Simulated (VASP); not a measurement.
# TiCo2 (Fd-3m) in VASP: single point with r2SCAN

Aim: the single point of TiCo2 with r2SCAN.

All numbers are computed with VASP 6.6.1; they aren't measurements. Logs are shortened: lines on timing, memory, paths and dates and some standing lists are left out, and cuts for length are marked.

**1. The cell of the first run**

It takes space group Fd-3m (No. 227, cubic). Conventional cell: a = 6.704 Å, b = 6.704 Å, c = 6.704 Å, α = 90.00°, β = 90.00°, γ = 90.00°. Ti (site symmetry -43m) has 12 Co at 2.78 Å and 4 Ti at 2.90 Å within 3.7 Å. Within 3.1 Å of Co (site symmetry -3m) lie 6 Co at 2.37 Å and 6 Ti at 2.78 Å.

**2. Single point, r2SCAN, collinear spin, ferromagnetic start**

File POSCAR:

```
TiCo2
1.0
    0.0000000000      3.3520000000      3.3520000000
    3.3520000000      0.0000000000      3.3520000000
    3.3520000000      3.3520000000      0.0000000000
Ti Co
2 4
Direct
    0.0000000000      0.0000000000      0.0000000000
    0.2500000000      0.2500000000      0.2500000000
    0.6250000000      0.6250000000      0.6250000000
    0.1250000000      0.6250000000      0.6250000000
    0.6250000000      0.6250000000      0.1250000000
    0.6250000000      0.1250000000      0.6250000000
```

File INCAR.step1:

```
ALGO = Normal
EDIFF = 1E-4
ENCUT = 520
GGA = PE
ISMEAR = -1
ISPIN = 2
LASPH = True
LCHARG = False
LMAXMIX = 4
LREAL = False
LWAVE = True
MAGMOM = 0 0 3 3 3 3
NBANDS = 43
NELM = 150
PREC = Accurate
SIGMA = 0.05
```

File INCAR.step2:

```
ALGO = Normal
EDIFF = 1E-6
ENCUT = 520
ISIF = 2
ISMEAR = -1
ISPIN = 2
ISTART = 1
LASPH = True
LCHARG = False
LMAXMIX = 4
LMIXTAU = True
LORBIT = 11
LREAL = False
LWAVE = False
MAGMOM = 0 0 3 3 3 3
METAGGA = R2SCAN
NBANDS = 43
NELM = 150
PREC = Accurate
SIGMA = 0.05
```

File KPOINTS:

```
k-points
0
Gamma
  9 9 9
```

Potentials or basis: VASP PAW PBE potentials, release 64 (Ti_sv, Co).

Command:

```
$ cat potpaw_PBE.64/Ti_sv/POTCAR potpaw_PBE.64/Co/POTCAR > POTCAR
$ cp INCAR.step1 INCAR
$ mpirun -np 1 vasp_std > vasp.out
$ cp INCAR.step2 INCAR
$ mpirun -np 1 vasp_std > vasp.out
```

OUTCAR:

```text
EDIFF = 1E-6
   ENCUT = 520
   ISIF = 2
   ISMEAR = -1
   ISPIN = 2
   ISTART = 1
   LASPH = True
   LORBIT = 11
   LREAL = False
   METAGGA = R2SCAN
   NELM = 150
   PREC = Accurate

 ion  position               nearest neighbor table
   1  0.000  0.000  0.000-   3 2.78   5 2.78   6 2.78   3 2.78   4 2.78   5 2.78   3 2.78   4 2.78
                             6 2.78   4 2.78   5 2.78   6 2.78   2 2.90   2 2.90   2 2.90   2 2.90
   2  0.250  0.250  0.250-   4 2.78   5 2.78   6 2.78   3 2.78   4 2.78   6 2.78   3 2.78   4 2.78
                             5 2.78   3 2.78   5 2.78   6 2.78   1 2.90   1 2.90   1 2.90   1 2.90
   3  0.625  0.625  0.625-   4 2.37   5 2.37   6 2.37   5 2.37   6 2.37   4 2.37   1 2.78   2 2.78
                             1 2.78   2 2.78   1 2.78   2 2.78
   4  0.125  0.625  0.625-   3 2.37   5 2.37   6 2.37   3 2.37   5 2.37   6 2.37   2 2.78   1 2.78
                             1 2.78   2 2.78   2 2.78   1 2.78
   5  0.625  0.625  0.125-   3 2.37   3 2.37   4 2.37   6 2.37   6 2.37   4 2.37   1 2.78   2 2.78
                             1 2.78   2 2.78   1 2.78   2 2.78
   6  0.625  0.125  0.625-   3 2.37   5 2.37   3 2.37   4 2.37   5 2.37   4 2.37   2 2.78   1 2.78
                             2 2.78   2 2.78   1 2.78   1 2.78

  LATTYP: Found a face centered cubic cell.
 ALAT       =     6.7040000000

  Lattice vectors:

 A1 = (   0.0000000000,   3.3520000000,   3.3520000000)
 A2 = (   3.3520000000,   0.0000000000,   3.3520000000)
 A3 = (   3.3520000000,   3.3520000000,   0.0000000000)

Analysis of symmetry for initial positions (statically):
=====================================================================
 Subroutine PRICEL returns:
 Original cell was already a primitive cell.

 Routine SETGRP: Setting up the symmetry group for a
 face centered cubic supercell.

 Subroutine GETGRP returns: Found 48 space group operations
 (whereof 24 operations were pure point group operations)
 out of a pool of 48 trial point group operations.

The static configuration has the point symmetry T_d .
 The point group associated with its full space group is O_h .

Analysis of symmetry for dynamics (positions and initial velocities):
=====================================================================
 Subroutine PRICEL returns:
 Original cell was already a primitive cell.

 Routine SETGRP: Setting up the symmetry group for a
 face centered cubic supercell.

 Subroutine GETGRP returns: Found 48 space group operations
 (whereof 24 operations were pure point group operations)
 out of a pool of 48 trial point group operations.

The dynamic configuration has the point symmetry T_d .
 The point group associated with its full space group is O_h .

Analysis of structural, dynamic, and magnetic symmetry:
=====================================================================
 Subroutine PRICEL returns:
 Original cell was already a primitive cell.

 Routine SETGRP: Setting up the symmetry group for a
 face centered cubic supercell.

 Subroutine GETGRP returns: Found 48 space group operations
 (whereof 24 operations were pure point group operations)
 out of a pool of 48 trial point group operations.

The overall configuration has the point symmetry T_d .
 The point group associated with its full space group is O_h .

 Subroutine INISYM returns: Found 48 space group operations
 (whereof 24 operations are pure point group operations),
 and found     1 'primitive' translations

----------------------------------------------------------------------------------------

                                     Primitive cell

  volume of cell :      75.3255

  direct lattice vectors                    reciprocal lattice vectors
     0.000000000  3.352000000  3.352000000    -0.149164678  0.149164678  0.149164678
     3.352000000  0.000000000  3.352000000     0.149164678 -0.149164678  0.149164678
     3.352000000  3.352000000  0.000000000     0.149164678  0.149164678 -0.149164678

  length of vectors
     4.740443861  4.740443861  4.740443861     0.258360801  0.258360801  0.258360801

  position of ions in fractional coordinates (direct lattice)
     0.000000000  0.000000000  0.000000000
     0.250000000  0.250000000  0.250000000
     0.625000000  0.625000000  0.625000000
     0.125000000  0.625000000  0.625000000
[... 64 lines left out ...]
 [... further k-points ...]
   k-points           NKPTS =     35   k-points in BZ     NKDIM =     35   number of bands    NBANDS=     43
   number of dos      NEDOS =    301   number of ions     NIONS =      6
   total plane-waves  NPLWV =  46656
   dimension x,y,z NGX =    36 NGY =   36 NGZ =   36
   dimension x,y,z NGXF=    72 NGYF=   72 NGZF=   72
   ions per type =               2   4
   NGX,Y,Z   is equivalent  to a cutoff of  12.63, 12.63, 12.63 a.u.
   NGXF,Y,Z  is equivalent  to a cutoff of  25.25, 25.25, 25.25 a.u.
 SYSTEM =  unknown system
   PREC   = accura    normal or accurate (medium, high low for compatibility)
   ISTART =      1    job   : 0-new  1-cont  2-samecut
   ICHARG =      0    charge: 1-file 2-atom 10-const
   ISPIN  =      2    spin polarized calculation?
   LNONCOLLINEAR =      F non collinear calculations
   LSORBIT =      F    spin-orbit coupling
   LASPH  =      T    aspherical Exc in radial PAW
   ENCUT  =  520.0 eV  38.22 Ry    6.18 a.u.   8.81  8.81  8.81*2*pi/ulx,y,z
   NELM   =    150;   NELMIN=  2; NELMDL=  0     # of ELM steps
   EDIFF  = 0.1E-05   stopping-criterion for ELM
   LREAL  =      F    real-space projection
   EDIFFG = 0.1E-04   stopping-criterion for IOM
   NSW    =      0    number of steps for IOM
   IBRION =     -1    ionic relax: 0-MD 1-quasi-New 2-CG
   NFREE  =      0    steps in history (QN), initial steepest desc. (CG)
   ISIF   =      2    stress and relaxation
   ISYM   =      2    0-nonsym 1-usesym 2-fastsym
   POTIM  = 0.5000    time-step for ionic-motion
   TEBEG  =    0.0;   TEEND  =   0.0 temperature during run
   PSTRESS=    0.0 pullay stress
   NELECT =      60.0000    total number of electrons
   NUPDOWN=      -1.0000    fix difference up-down
   EMIN   =  10.00;   EMAX   =-10.00  energy-range for DOS
   EFERMI =   0.00;   METHOD = LEGACY
   ISMEAR =    -1;   SIGMA  =   0.05  broadening in eV -4-tet -1-fermi 0-gaus
   EFERMI_NEDOS =   21; number of points for ismear=-14 and -15
   IALGO  =     38    algorithm
   IMIX   =      4    mixing-type and parameters
     AMIX     =   0.40;   BMIX     =  1.00
     AMIX_MAG =   1.60;   BMIX_MAG =  1.00
  volume/ion in A,a.u.               =      12.55        84.72
  Fermi-wavevector in a.u.,A,eV,Ry     =   1.517555  2.867764 31.333871  2.302975
  Thomas-Fermi vector in A             =   2.626795
   LORBIT       =     11    0 simple, 1 ext, 2 COOP (PROOUT), +10 PAW based schemes
   METAGGA = R2SCAN    functional components
   LHFCALC =     F    Hartree Fock is set to
   AEXX    =    0.0000 exact exchange contribution
   IVDW    =     0    specifies the selected vdW correction
   LEPSILON=     F    determine dielectric tensor
   LRPA    =     F    only Hartree local field effects (RPA)
 spin polarized calculation
  energy-cutoff  :      520.00
  volume of cell :       75.33
 maximum number of plane-waves:      2085
   NGX = 17   NGY = 17   NGZ = 17

 number of electron      60.0000021 magnetization       4.0010945

 Free energy of the ion-electron system (eV)
  ---------------------------------------------------
  ext. energy  EPLUGINS =         0.00000000
  ---------------------------------------------------
  free energy    TOTEN  =       -80.22452292 eV

  energy without entropy =      -80.18450504  energy(sigma->0) =      -80.20451398

 E-fermi :  10.0906     XC(G=0): -13.8973

 val. band max:       10.0791821792   @ k =  -0.4444   0.2222   0.0000
 cond. band min:      10.0947448661   @ k =   0.4444   0.0000   0.0000
 fundamental gap:      0.0155626869
 Fermi energy:        10.0905701945

 spin component 1

 k-point     1 :       0.0000    0.0000    0.0000
  band No.  band energies     occupation
      1     -49.1522      1.00000
      2     -49.0705      1.00000
      3     -24.3992      1.00000
      4     -24.3991      1.00000
      5     -24.3991      1.00000
      6     -24.2180      1.00000
[... 1069 lines left out ...]
     41      12.8735      0.00000
     42      12.8735      0.00000

 [... further k-points ...]

 spin component 2

 k-point     1 :       0.0000    0.0000    0.0000
  band No.  band energies     occupation
      1     -49.9262      1.00000
      2     -49.8400      1.00000
      3     -25.1836      1.00000
      4     -25.1836      1.00000
      5     -25.1836      1.00000
      6     -24.9925      1.00000
[... 1069 lines left out ...]
     41      12.5434      0.00000
     42      12.5434      0.00000

 [... further k-points ...]

 [bands above 42 left out]

------------------------ aborting loop because EDIFF is reached ----------------------------------------

  FORCE on cell =-STRESS in cart. coord.  units (eV):
  Direction    XX          YY          ZZ          XY          YZ          ZX
  --------------------------------------------------------------------------------------
  -------------------------------------------------------------------------------------
  Total       -0.5959935     -0.5959935     -0.5959935      0.0000000      0.0000000     -0.0000000
  in kB      -12.6768130    -12.6768130    -12.6768130      0.0000000      0.0000000     -0.0000000
  external PRESSURE =     -12.6768130 kB  Pullay stress =       0.0000000 kB

 VOLUME and BASIS-vectors are now :
 -----------------------------------------------------------------------------
  energy-cutoff  :      520.00
  volume of cell :       75.33
      direct lattice vectors                 reciprocal lattice vectors
     0.000000000  3.352000000  3.352000000    -0.149164678  0.149164678  0.149164678
     3.352000000  0.000000000  3.352000000     0.149164678 -0.149164678  0.149164678
     3.352000000  3.352000000  0.000000000     0.149164678  0.149164678 -0.149164678

 POSITION                                       TOTAL-FORCE (eV/Angst)
 -----------------------------------------------------------------------------------
      0.00000      0.00000      0.00000        -0.000000      0.000000     -0.000000
      1.67600      1.67600      1.67600         0.000000     -0.000000      0.000000
      4.19000      4.19000      4.19000         0.000000      0.000000      0.000000
      4.19000      2.51400      2.51400         0.000000      0.000000      0.000000
      2.51400      2.51400      4.19000         0.000000      0.000000      0.000000
      2.51400      4.19000      2.51400         0.000000      0.000000      0.000000
 -----------------------------------------------------------------------------------
    total drift:                                0.000000      0.000000      0.000000

  FREE ENERGIE OF THE ION-ELECTRON SYSTEM (eV)
  ---------------------------------------------------
  free  energy   TOTEN  =       -80.2245229236 eV

  energy  without entropy=      -80.1845050444  energy(sigma->0) =      -80.20451398

 total charge

# of ion       s       p       d       tot
------------------------------------------
    1        2.224   6.156   1.777  10.157
    2        2.224   6.156   1.777  10.157
    3        0.560   0.615   7.228   8.404
    4        0.560   0.615   7.228   8.404
    5        0.560   0.615   7.228   8.404
    6        0.560   0.615   7.228   8.404
--------------------------------------------------
tot          6.688  14.773  32.468  53.929

 magnetization (x)

# of ion       s       p       d       tot
------------------------------------------
    1       -0.009  -0.046  -0.614  -0.669
    2       -0.009  -0.046  -0.614  -0.669
    3        0.010  -0.035   1.518   1.493
    4        0.010  -0.035   1.518   1.493
    5        0.010  -0.035   1.518   1.493
    6        0.010  -0.035   1.518   1.493
--------------------------------------------------
tot          0.019  -0.231   4.845   4.634
```

It took 31 min on 1 thread of AMD EPYC 7R13, shared host; peak memory 0.34 GiB.

What came out:

- Free energy: -80.2245 eV
- Pressure: -1.3 GPa
- Band gap on the k mesh: zero (filled and empty bands overlap)
- Net moment: 4.00 μB per cell
- Site moments: Ti -0.67; Co +1.49 μB
- Valence electrons inside the program's atomic spheres: Ti 10.16; Co 8.40

Caveat: the PAW data sets were made with another functional, which shifts forces and pressure a little.
